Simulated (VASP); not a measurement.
A run of VASP 6.6.1:

File INCAR:

```
PREC = Accurate
ENCUT = 520
EDIFF = 1E-7
ISMEAR = 0
SIGMA = 0.1
LREAL = F
LASPH = T
NELM = 80
ALGO = Normal
ISIF = 2
LWAVE = F
LCHARG = F
GGA = PE
NBANDS = 26
```

File KPOINTS:

```
regular mesh
0
Gamma
  4 4 4
```

File POSCAR:

```
Be2Tl
1.0
   -2.1763634869      2.1763634869      4.9865879456
    2.1763634869     -2.1763634869      4.9865879456
    2.1763634869      2.1763634869     -4.9865879456
Be Tl
4 2
Direct
    0.6750987118      0.1750987118      0.8501974236
    0.1750987118      0.3249012882      0.5000000000
    0.3249012882      0.8249012882      0.1498025764
    0.8249012882      0.6750987118      0.5000000000
    0.2500000000      0.2500000000      0.0000000000
    0.7500000000      0.7500000000      0.0000000000
```

Potentials or basis: VASP PAW PBE potentials, release 64 (Be, Tl_d).

Launch:

```bash
$ cat potpaw_PBE.64/Be/POTCAR potpaw_PBE.64/Tl_d/POTCAR > POTCAR
$ mpirun -np 1 vasp_std > vasp.out
```

Hardware: 1 thread of Intel(R) Xeon(R) 6975P-C (Granite Rapids) (shared host).

Problem. How long does it take, and how much memory?

Solution. Run time: 32 s on 1 thread of Intel(R) Xeon(R) 6975P-C (Granite Rapids) (shared host), peak memory 0.32 GiB. Counts: scf iterations 15, k points 13.
